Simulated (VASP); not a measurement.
Al2O3, 10 atoms in the cell. The structure is trigonal, space group R-3c (No. 167). Conventional cell: a = 4.578 Å, b = 4.578 Å, c = 14.145 Å, α = 90.00°, β = 90.00°, γ = 120.00°. Al (site symmetry 3) has 6 O at 1.89 to 1.93 Å within 2.5 Å. O (site symmetry 2) has 4 Al at 1.89 to 1.93 Å and 2 O at 2.43 Å within 2.5 Å.  This cell differs from its parent crystal: atoms shifted along a free coordinate, c/a of the conventional cell at fixed volume 3.0897.

- Program: VASP 6.6.1
- Task: single point
- Functional: PBEsol
- Potentials or basis: VASP PAW PBE potentials, release 64 (Al, O)
- Cutoff: 520 eV
- k mesh: 6 × 6 × 6
- Occupations: gaussian, width 0.05 eV
- Spin: no spin polarisation
- Dipole correction: no
- Further INCAR settings: ALGO = Normal; EDIFF = 1e-06; NBANDS = 35

Potentials or basis: VASP PAW PBE potentials, release 64 (Al, O).

Command:

```console
$ cat potpaw_PBE.64/Al/POTCAR potpaw_PBE.64/O/POTCAR > POTCAR
$ mpirun -np 1 vasp_std > vasp.out
```

Hardware: 1 thread of Intel Xeon 8259CL, on a shared host.

Q: How long does it take, and how much memory?

A: Wall time 2.8 min on 1 thread of Intel Xeon 8259CL, on a shared host, peak memory 0.26 GiB. Counts: scf iterations 14, k points 32.
